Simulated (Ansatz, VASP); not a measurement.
## Ti: VASP beside Ansatz

```
Ti
1.0
     2.95000    0.00000    0.00000
    -1.47500    2.55477    0.00000
     0.00000    0.00000    4.77972
Ti
2
Direct
  0.33333 0.66667 0.25000
  0.66667 0.33333 0.75000
```

Change from the starting cell: strain +0.0200 x Voigt [0, 0, 1, 0, 0, 0], atoms carried along.

Alike in both runs: task single point; functional LDA; k mesh 18 × 18 × 10; occupations gaussian, width 0.15 eV; no spin polarisation.

```csv
,VASP,Ansatz
version,VASP 6.6.1,Ansatz 0.2.0
potentials or method,"VASP PAW LDA potentials, release 64 (Ti_sv), cutoff 520 eV","scalar-relativistic, plane waves, PAW"
valence electrons in the cell,24,24
```

```tsv
	VASP	Ansatz	Ansatz less VASP
gap on the k mesh at the Fermi level (eV)	none	none	-
pressure (GPa)	-11.9	-11.6	+0.27
traceless stress, the component that is largest in VASP (GPa)	-1.59	-1.61	-0.020
```

LDA's correlation is that of Perdew and Zunger in VASP and of Perdew and Wang (1992) in Ansatz. A gap of «none» marks a metal or a gap that the smearing closes.
